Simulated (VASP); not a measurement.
Runs of VASP 6.6.1 on BaTe. The structure is that of space group Fm-3m (No. 225), or close to it. The cells are those of the table. 

```tsv
level	cell	gap on the mesh (eV)	pressure (GPa)
PBE	a = 5.045 Å, angles 60.0°, 2 atoms	1.64	-0.5
r2SCAN	a = 4.945 Å, angles 60.0°, 2 atoms	1.87	1.3
r2SCAN	a = 4.996 Å, angles 60.0°, 2 atoms	1.93	0.3
r2SCAN	a = 5.094 Å, angles 60.0°, 2 atoms	2.04	(b)
PBE	a = 5.094 Å, angles 60.0°, 2 atoms	1.69	-1.2
PBE	a = 4.945 Å, angles 60.0°, 2 atoms	1.51	1.3
r2SCAN	a = 4.894 Å, angles 60.0°, 2 atoms	1.80	2.5
PBE	a = 4.894 Å, angles 60.0°, 2 atoms	1.44	(a)
PBE	a = 4.996 Å, angles 60.0°, 2 atoms	(c)	0.3
r2SCAN	a = 5.045 Å, angles 60.0°, 2 atoms	1.99	-0.6
```

Alike in all rows: task single point; potentials or basis VASP PAW PBE potentials, release 64 (Ba_sv, Te); no spin polarisation; k mesh 6 × 6 × 6; cutoff (eV) 520; smearing gaussian 0.01 eV.

Question: Fill in the values left out.

Answer: (a) 2.4; (b) -1.3; (c) 1.58.

Caveats: spin-orbit coupling is left out, which moves the levels of the heavy elements; the PAW data sets were made with another functional, which shifts forces and pressure a little (some runs).

A k mesh can miss the band edges, and the runs leave out spin-orbit coupling on Ba, Te.
